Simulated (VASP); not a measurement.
A run of VASP 6.6.1:

File POSCAR:

```
MgSi
1.0
    2.9956458200      0.0000000000      0.0000000000
    0.0000000000      2.9956458200      0.0000000000
    0.0000000000      0.0000000000      3.9803241900
Mg Si
1 1
Direct
    0.0000000000      0.0000000000      0.0000000000
    0.5000000000      0.5000000000      0.5000000000
```

Contents of INCAR.step1:

```
ALGO     = Normal         # electronic algorithm
EDIFF    = 1E-4           # SCF threshold, eV
ENCUT    = 520            # plane-wave cutoff, eV
GGA      = PE             # functional
ISMEAR   = 0              # smearing method
LASPH    = T              # aspherical terms in the spheres
LCHARG   = F              # write CHGCAR
LREAL    = F              # projectors in reciprocal space
LWAVE    = T              # write WAVECAR
NBANDS   = 10             # bands
NELM     = 100            # most SCF steps
PREC     = Accurate       # precision mode
SIGMA    = 0.15           # smearing width, eV
```

INCAR.step2

```
ALGO     = Normal         # electronic algorithm
EDIFF    = 1E-7           # SCF threshold, eV
ENCUT    = 520            # plane-wave cutoff, eV
ISIF     = 2              # what is computed and relaxed
ISMEAR   = 0              # smearing method
ISTART   = 1            
LASPH    = T              # aspherical terms in the spheres
LCHARG   = F              # write CHGCAR
LMIXTAU  = T            
LREAL    = F              # projectors in reciprocal space
LWAVE    = F              # write WAVECAR
METAGGA  = R2SCAN         # meta-GGA
NBANDS   = 10             # bands
NELM     = 100            # most SCF steps
PREC     = Accurate       # precision mode
SIGMA    = 0.15           # smearing width, eV
```

KPOINTS

```
k-points
0
Gamma
  16 16 12
```

Potentials or basis: VASP PAW PBE potentials, release 64 (Mg, Si).

The run is started by

```console
$ cat potpaw_PBE.64/Mg/POTCAR potpaw_PBE.64/Si/POTCAR > POTCAR
$ cp INCAR.step1 INCAR
$ mpirun -np 1 vasp_std > vasp.out
$ cp INCAR.step2 INCAR
$ mpirun -np 1 vasp_std > vasp.out
```

Hardware: 1 thread of Intel(R) Xeon(R) 6975P-C (Granite Rapids), on a shared host.

How long does it take, and how much memory?

Run time: 97 s on 1 thread of Intel(R) Xeon(R) 6975P-C (Granite Rapids) (shared host), peak memory 0.25 GiB. Counts: k points 315.
